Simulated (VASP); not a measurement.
# HgTe (zincblende type) (F-43m) in VASP: relaxation of cell and atoms with PBE

Aim: the relaxation of cell and atoms of HgTe (zincblende type) with PBE.

Everything below comes from runs of VASP 6.6.1. Logs are shortened: lines on timing, memory, paths and dates and some standing lists are left out, and cuts for length are marked.

## 1. The cell of the first run

Symmetry: F-43m, No. 216, cubic system. Conventional cell: a = 5.785 Å, b = 5.785 Å, c = 5.785 Å, α = 90.00°, β = 90.00°, γ = 90.00°. Within 3.3 Å of Hg (site symmetry -43m) lie 4 Te at 2.50 Å. Te (site symmetry -43m) has 4 Hg at 2.50 Å within 3.3 Å.

## 2. Relaxation of cell and atoms, PBE, target pressure 42 GPa, at which the enthalpy is minimised

INCAR reads:

```
SYSTEM = HgTe
  ALGO = Normal
  EDIFF = 1E-7
  EDIFFG = -0.005
  ENCUT = 600
  GGA = PE
  IBRION = 2
  ISIF = 3
  ISMEAR = -1
  LASPH = .TRUE.
  LCHARG = .FALSE.
  LREAL = .FALSE.
  LWAVE = .FALSE.
  NELM = 80
  NSW = 32
  PREC = Accurate
  PSTRESS = 420.0
  SIGMA = 0.05
```

KPOINTS reads:

```
k-points
0
G
  12 12 12
  0 0 0
```

POSCAR reads:

```
HgTe
1.0
    0.0000000000      2.8924183491      2.8924183491
    2.8924183491      0.0000000000      2.8924183491
    2.8924183491      2.8924183491      0.0000000000
Hg Te
1 1
Direct
    0.0000000000      0.0000000000      0.0000000000
    0.2500000000      0.2500000000      0.2500000000
```

Potentials or basis: VASP PAW PBE potentials, release 64 (Hg, Te).

Run with:

```
cat potpaw_PBE.64/Hg/POTCAR potpaw_PBE.64/Te/POTCAR > POTCAR
mpirun -np 1 vasp_std > vasp.out
```

OUTCAR:

```text
SYSTEM = HgTe
   EDIFF = 1E-7
   EDIFFG = -0.005
   ENCUT = 600
   GGA = PE
   IBRION = 2
   ISIF = 3
   ISMEAR = -1
   LASPH = .TRUE.
   LREAL = .FALSE.
   NELM = 80
   NSW = 32
   PREC = Accurate
   PSTRESS = 420.0

 ion  position               nearest neighbor table
   1  0.000  0.000  0.000-   2 2.50   2 2.50   2 2.50   2 2.50
   2  0.250  0.250  0.250-   1 2.50   1 2.50   1 2.50   1 2.50

  LATTYP: Found a face centered cubic cell.
 ALAT       =     5.7848366982

  Lattice vectors:

 A1 = (   0.0000000000,   2.8924183491,   2.8924183491)
 A2 = (   2.8924183491,   0.0000000000,   2.8924183491)
 A3 = (   2.8924183491,   2.8924183491,   0.0000000000)

Analysis of symmetry for initial positions (statically):
=====================================================================
 Subroutine PRICEL returns:
 Original cell was already a primitive cell.

 Routine SETGRP: Setting up the symmetry group for a
 face centered cubic supercell.

 Subroutine GETGRP returns: Found 24 space group operations
 (whereof 24 operations were pure point group operations)
 out of a pool of 48 trial point group operations.

The static configuration has the point symmetry T_d .

Analysis of symmetry for dynamics (positions and initial velocities):
=====================================================================
 Subroutine PRICEL returns:
 Original cell was already a primitive cell.

 Routine SETGRP: Setting up the symmetry group for a
 face centered cubic supercell.

 Subroutine GETGRP returns: Found 24 space group operations
 (whereof 24 operations were pure point group operations)
 out of a pool of 48 trial point group operations.

The dynamic configuration has the point symmetry T_d .

 Subroutine INISYM returns: Found 24 space group operations
 (whereof 24 operations are pure point group operations),
 and found     1 'primitive' translations

----------------------------------------------------------------------------------------

                                     Primitive cell

  volume of cell :      48.3964

  direct lattice vectors                    reciprocal lattice vectors
     0.000000000  2.892418349  2.892418349    -0.172865727  0.172865727  0.172865727
     2.892418349  0.000000000  2.892418349     0.172865727 -0.172865727  0.172865727
     2.892418349  2.892418349  0.000000000     0.172865727  0.172865727 -0.172865727

  length of vectors
     4.090497257  4.090497257  4.090497257     0.299412222  0.299412222  0.299412222

  position of ions in fractional coordinates (direct lattice)
     0.000000000  0.000000000  0.000000000
     0.250000000  0.250000000  0.250000000

  ion indices of the primitive-cell ions
   primitive index   ion index
                 1           1
                 2           2

----------------------------------------------------------------------------------------

 KPOINTS: k-points

Automatic generation of k-mesh.
 Grid dimensions read from file:
 generate k-points for:   12   12   12

 Generating k-lattice:

  Cartesian coordinates                     Fractional coordinates (reciprocal lattice)
    -0.014405477  0.014405477  0.014405477     0.083333333  0.000000000  0.000000000
     0.014405477 -0.014405477  0.014405477     0.000000000  0.083333333  0.000000000
     0.014405477  0.014405477 -0.014405477     0.000000000  0.000000000  0.083333333

  Length of vectors
     0.024951018  0.024951018  0.024951018

  Shift w.r.t. Gamma in fractional coordinates (k-lattice)
     0.000000000  0.000000000  0.000000000

 Subroutine IBZKPT returns following result:
 ===========================================

 Found     72 irreducible k-points:

 Following reciprocal coordinates:
            Coordinates               Weight
  0.000000  0.000000  0.000000      1.000000
  0.083333  0.000000  0.000000      8.000000
  0.166667  0.000000  0.000000      8.000000
  0.250000  0.000000  0.000000      8.000000
  0.333333  0.000000  0.000000      8.000000
  0.416667  0.000000  0.000000      8.000000
[... 16 lines left out ...]
  0.500000  0.166667  0.000000     24.000000
 -0.416667  0.166667  0.000000     24.000000
 [... further k-points ...]
   k-points           NKPTS =     72   k-points in BZ     NKDIM =     72   number of bands    NBANDS=     13
   number of dos      NEDOS =    301   number of ions     NIONS =      2
   total plane-waves  NPLWV =  46656
   dimension x,y,z NGX =    36 NGY =   36 NGZ =   36
   dimension x,y,z NGXF=    72 NGYF=   72 NGZF=   72
   ions per type =               1   1
   NGX,Y,Z   is equivalent  to a cutoff of  14.63, 14.63, 14.63 a.u.
   NGXF,Y,Z  is equivalent  to a cutoff of  29.26, 29.26, 29.26 a.u.
 SYSTEM =  HgTe
   PREC   = accura    normal or accurate (medium, high low for compatibility)
   ISTART =      0    job   : 0-new  1-cont  2-samecut
   ICHARG =      2    charge: 1-file 2-atom 10-const
   ISPIN  =      1    spin polarized calculation?
   LNONCOLLINEAR =      F non collinear calculations
   LSORBIT =      F    spin-orbit coupling
   LASPH  =      T    aspherical Exc in radial PAW
   ENCUT  =  600.0 eV  44.10 Ry    6.64 a.u.   8.17  8.17  8.17*2*pi/ulx,y,z
   NELM   =     80;   NELMIN=  2; NELMDL= -5     # of ELM steps
   EDIFF  = 0.1E-06   stopping-criterion for ELM
   LREAL  =      F    real-space projection
   EDIFFG = -.5E-02   stopping-criterion for IOM
   NSW    =     32    number of steps for IOM
   IBRION =      2    ionic relax: 0-MD 1-quasi-New 2-CG
   NFREE  =      1    steps in history (QN), initial steepest desc. (CG)
   ISIF   =      3    stress and relaxation
   ISYM   =      2    0-nonsym 1-usesym 2-fastsym
   POTIM  = 0.5000    time-step for ionic-motion
   TEBEG  =    0.0;   TEEND  =   0.0 temperature during run
   PSTRESS=  420.0 pullay stress
   NELECT =      18.0000    total number of electrons
   NUPDOWN=      -1.0000    fix difference up-down
   EMIN   =  10.00;   EMAX   =-10.00  energy-range for DOS
   EFERMI =   0.00;   METHOD = LEGACY
   ISMEAR =    -1;   SIGMA  =   0.05  broadening in eV -4-tet -1-fermi 0-gaus
   EFERMI_NEDOS =   21; number of points for ismear=-14 and -15
   IALGO  =     38    algorithm
   IMIX   =      4    mixing-type and parameters
     AMIX     =   0.40;   BMIX     =  1.00
     AMIX_MAG =   1.60;   BMIX_MAG =  1.00
  volume/ion in A,a.u.               =      24.20       163.30
  Fermi-wavevector in a.u.,A,eV,Ry     =   1.177320  2.224812 18.858799  1.386083
  Thomas-Fermi vector in A             =   2.313669
   LORBIT       =      0    0 simple, 1 ext, 2 COOP (PROOUT), +10 PAW based schemes
   GGA     = PE    functional components
   LHFCALC =     F    Hartree Fock is set to
   AEXX    =    0.0000 exact exchange contribution
   IVDW    =     0    specifies the selected vdW correction
   LEPSILON=     F    determine dielectric tensor
   LRPA    =     F    only Hartree local field effects (RPA)
 conjugate gradient relaxation of ions
 non-spin polarized calculation
  energy-cutoff  :      600.00
  volume of cell :       48.40
 maximum number of plane-waves:      1639
 NGX is ok and might be reduce to    36
   NGX = 17   NGY = 17   NGZ = 17

--------------------------------------- Ionic step        1  -------------------------------------------

 number of electron      18.0000002 magnetization

 Free energy of the ion-electron system (eV)
  ---------------------------------------------------
  ext. energy  EPLUGINS =         0.00000000
  ---------------------------------------------------
  free energy    TOTEN  =        -1.46114009 eV

  energy without entropy =       -1.46103522  energy(sigma->0) =       -1.46108765

------------------------ aborting loop because EDIFF is reached ----------------------------------------

  FORCE on cell =-STRESS in cart. coord.  units (eV):
  Direction    XX          YY          ZZ          XY          YZ          ZX
  --------------------------------------------------------------------------------------
  -------------------------------------------------------------------------------------
  Total       12.8150352     12.8150352     12.8150352      0.0000000      0.0000000     -0.0000000
  in kB      424.2453264    424.2453264    424.2453264      0.0000000      0.0000000     -0.0000000
  external PRESSURE =       4.2453264 kB  Pullay stress =     420.0000000 kB

 VOLUME and BASIS-vectors are now :
 -----------------------------------------------------------------------------
  energy-cutoff  :      600.00
  volume of cell :       48.40
      direct lattice vectors                 reciprocal lattice vectors
     0.000000000  2.892418349  2.892418349    -0.172865727  0.172865727  0.172865727
     2.892418349  0.000000000  2.892418349     0.172865727 -0.172865727  0.172865727
     2.892418349  2.892418349  0.000000000     0.172865727  0.172865727 -0.172865727
[... 46 lines left out ...]
  FREE ENERGIE OF THE ION-ELECTRON SYSTEM (eV)
  ---------------------------------------------------
  free  energy   TOTEN  =        -1.5777066609 eV

  energy  without entropy=       -1.5775868585  energy(sigma->0) =       -1.57764676

  enthalpy is  TOTEN    =        11.2271862721 eV   P V=       12.8048929329

--------------------------------------- Ionic step        3  -------------------------------------------

 number of electron      18.0000002 magnetization

 Free energy of the ion-electron system (eV)
  ---------------------------------------------------
  ext. energy  EPLUGINS =         0.00000000
  ---------------------------------------------------
  free energy    TOTEN  =        -1.48673193 eV

  energy without entropy =       -1.48662390  energy(sigma->0) =       -1.48667792

 E-fermi :   7.5808     XC(G=0): -10.3401

 val. band max:        7.4596865238   @ k =   0.0000   0.0000   0.0000
 cond. band min:       7.6229769569   @ k =   0.0000   0.0000   0.0000
 fundamental gap:      0.1632904331
 Fermi energy:         7.5807862949

 k-point     1 :       0.0000    0.0000    0.0000
  band No.  band energies     occupation
      1      -7.6865      2.00000
      2      -2.5539      2.00000
      3      -2.5539      2.00000
      4      -2.5539      2.00000
      5      -1.5359      2.00000
      6      -1.5359      2.00000
      7       7.4597      1.83698
      8       7.4597      1.83698
      9       7.4597      1.83698
     10       7.6230      0.60146
     11      10.8178      0.00000
     12      10.8178      0.00000
     13      10.8178      0.00000

 k-point     2 :       0.0833    0.0000    0.0000
  band No.  band energies     occupation
      1      -7.6237      2.00000
      2      -2.5501      2.00000
      3      -2.5348      2.00000
      4      -2.5348      2.00000
      5      -1.5398      2.00000
      6      -1.5398      2.00000
      7       6.1947      2.00000
      8       7.2791      1.99522
      9       7.2791      1.99522
     10       8.3653      0.00000
     11      10.8903      0.00000
[... 339 lines left out ...]
 k-point    24 :      -0.4167    0.1667    0.0000
  band No.  band energies     occupation
      1      -6.5186      2.00000
      2      -2.3160      2.00000
      3      -2.2303      2.00000
      4      -1.6390      2.00000
      5      -1.5208      2.00000
      6      -1.1368      2.00000
      7      -0.1852      2.00000
      8       3.8321      2.00000
      9       5.1625      2.00000
     10       9.4019      0.00000
     11      11.3470      0.00000
     12      12.7359      0.00000
     13      14.8498      0.00000

 [... further k-points ...]

------------------------ aborting loop because EDIFF is reached ----------------------------------------

  FORCE on cell =-STRESS in cart. coord.  units (eV):
  Direction    XX          YY          ZZ          XY          YZ          ZX
  --------------------------------------------------------------------------------------
  -------------------------------------------------------------------------------------
  Total       12.7133395     12.7133395     12.7133395     -0.0000000     -0.0000000      0.0000000
  in kB      420.0355267    420.0355267    420.0355267     -0.0000000     -0.0000000      0.0000000
  external PRESSURE =       0.0355267 kB  Pullay stress =     420.0000000 kB

 VOLUME and BASIS-vectors are now :
 -----------------------------------------------------------------------------
  energy-cutoff  :      600.00
  volume of cell :       48.49
      direct lattice vectors                 reciprocal lattice vectors
     0.000000000  2.894352368  2.894352368    -0.172750217  0.172750217  0.172750217
     2.894352368  0.000000000  2.894352368     0.172750217 -0.172750217  0.172750217
     2.894352368  2.894352368 -0.000000000     0.172750217  0.172750217 -0.172750217

 POSITION                                       TOTAL-FORCE (eV/Angst)
 -----------------------------------------------------------------------------------
      0.00000      0.00000      0.00000         0.000000      0.000000     -0.000000
      1.44718      1.44718      1.44718        -0.000000     -0.000000      0.000000
 -----------------------------------------------------------------------------------
    total drift:                               -0.000000     -0.000000     -0.000000

  FREE ENERGIE OF THE ION-ELECTRON SYSTEM (eV)
  ---------------------------------------------------
  free  energy   TOTEN  =        -1.4867319307 eV

  energy  without entropy=       -1.4866239020  energy(sigma->0) =       -1.48667792

  enthalpy is  TOTEN    =        11.2255322910 eV   P V=       12.7122642217

 reached required accuracy - stopping structural energy minimisation
```

It took 49 s on 1 thread of Intel Xeon 6975P-C (Granite Rapids), shared host; peak memory 0.24 GiB.

Results:

```yaml
Free_energy: -1.4867 eV
Relaxed_volume: 24.25 Å³/atom
Relaxed_cell: a = 4.093 Å, b = 4.093 Å, c = 4.093 Å, α = 60.00°, β = 60.00°, γ = 60.00°
Space_group_after_relaxing_to_0.1_Å: F-43m (No. 216)
Energy_change_on_relaxing_the_run_minimises_the_enthalpy: -12.8 meV/atom
Ionic_steps: 3
Pressure_after_relaxing: 42.0 GPa
Band_gap_on_the_k_mesh: 0.16 eV
```

Step by step:
```csv
step,energy change (eV),largest force (eV/Å),pressure (GPa),volume (Å³)
1,0.0000,0.0000,42.42,48.40
2,-0.1166,0.0000,40.52,48.85
3,-0.0256,0.0000,42.00,48.49
```

Final structure:
```cif
data_structure
_symmetry_space_group_name_H-M 'P 1'
_symmetry_Int_Tables_number 1
_cell_length_a 4.0932
_cell_length_b 4.0932
_cell_length_c 4.0932
_cell_angle_alpha 60.000
_cell_angle_beta 60.000
_cell_angle_gamma 60.000
_cell_volume 48.49
loop_
_atom_site_label
_atom_site_type_symbol
_atom_site_fract_x
_atom_site_fract_y
_atom_site_fract_z
_atom_site_occupancy
Hg1 Hg 0.00000 0.00000 0.00000 1
Te1 Te 0.25000 0.25000 0.25000 1
```

Levels at points of the mesh, in eV from the valence-band top:
| k point | band 7 | band 8 | band 9 | band 10 | band 11 | band 12 |
| --- | --- | --- | --- | --- | --- | --- |
| (0.00, 0.00, 0.00) | 0.00 | 0.00 | 0.00 | 0.16 | 3.36 | 3.36 |
| (0.50, 0.00, 0.00) | -8.17 | -1.87 | -1.87 | 0.66 | 4.49 | 4.49 |
| (0.50, 0.50, 0.00) | -7.60 | -4.11 | -4.11 | 1.33 | 1.47 | 9.74 |

Caveat: the cell is relaxed towards a set pressure, so the run minimises the enthalpy, not the energy; spin-orbit coupling is left out, which moves the levels of the heavy elements. A k mesh can miss the band edges.
